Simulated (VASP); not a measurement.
Runs of VASP 6.6.1 on Si2GeP3. The structure is that of space group I4/mmm (No. 139), or close to it. The cells are those of the table. The cell was built from a structure type or drawn by symmetry, and may not be a known phase.

| task | cell | k mesh | cutoff (eV) | gap on the mesh (eV) | pressure (GPa) |
| --- | --- | --- | --- | --- | --- |
| single point | a = 5.594 Å, angles 128.1, 128.1, 76.5°, 6 atoms | 6 × 6 × 6 | 520 | none | (a) |
| relaxation of cell and atoms | relaxed from a = 5.594 Å, angles 128.1, 128.1, 76.5°, 6 atoms | 6 × 6 × 6 | 600 | none | -0.2 |
| single point | a = 5.875 Å, angles 131.7, 131.7, 70.8°, 6 atoms | 6 × 6 × 6 | 520 | none | -0.2 |
| single point | a = 5.897 Å, angles 131.7, 131.7, 70.7°, 6 atoms | 12 × 12 × 12 | 520 | none | -0.1 |

Alike in all rows: level PBE; potentials or basis VASP PAW PBE potentials, release 64 (Si, Ge_d, P); no spin polarisation; smearing gaussian 0.1 eV.

Q: Fill in the values left out.

A: (a) 6.9.

Caveats: the cell stands under pressure (at least some runs).

A k mesh can miss the band edges, and the runs leave out spin-orbit coupling on Ge.

A gap of «none» marks levels without a gap at the run's occupations.
